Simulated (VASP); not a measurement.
Input of a VASP 6.6.1 run:

The input INCAR:

```
PREC     = Accurate       # precision mode
ENCUT    = 520            # plane-wave cutoff, eV
EDIFF    = 1E-7           # SCF threshold, eV
ISMEAR   = 0              # smearing method
SIGMA    = 0.1            # smearing width, eV
LREAL    = False          # projectors in reciprocal space
LASPH    = True           # aspherical terms in the spheres
NELM     = 80             # most SCF steps
ALGO     = Normal         # electronic algorithm
ISIF     = 2              # what is computed and relaxed
LWAVE    = False          # write WAVECAR
LCHARG   = False          # write CHGCAR
GGA      = PS             # functional
NBANDS   = 18             # bands
```

Contents of KPOINTS:

```
Automatic mesh
0
Gamma
  20 20 20
```

File POSCAR:

```
Si2Mo
1.0
   -1.5192062398      1.5192062398      3.7620524589
    1.5192062398     -1.5192062398      3.7620524589
    1.5192062398      1.5192062398     -3.7620524589
Si Mo
2 1
Direct
    0.3333337734      0.3333337734      0.0000000000
    0.6666662266      0.6666662266      0.0000000000
    0.0000000000      0.0000000000      0.0000000000
```

Potentials or basis: VASP PAW PBE potentials, release 64 (Si, Mo_sv).

Launch:

```console
$ cat potpaw_PBE.64/Si/POTCAR potpaw_PBE.64/Mo_sv/POTCAR > POTCAR
$ mpirun -np 1 vasp_std > vasp.out
```

(1) What does it give for the largest force?

(2) What does it give for the pressure?

(3) Predict the band gap on the k mesh.

Answers

(1) 0.008 eV/Å.

(2) 40.7 GPa.

(3) zero (bands 11 and 12 overlap by 1.07 eV).

Caveat: the cell stands under pressure; the PAW data sets were made with another functional, which shifts forces and pressure a little.
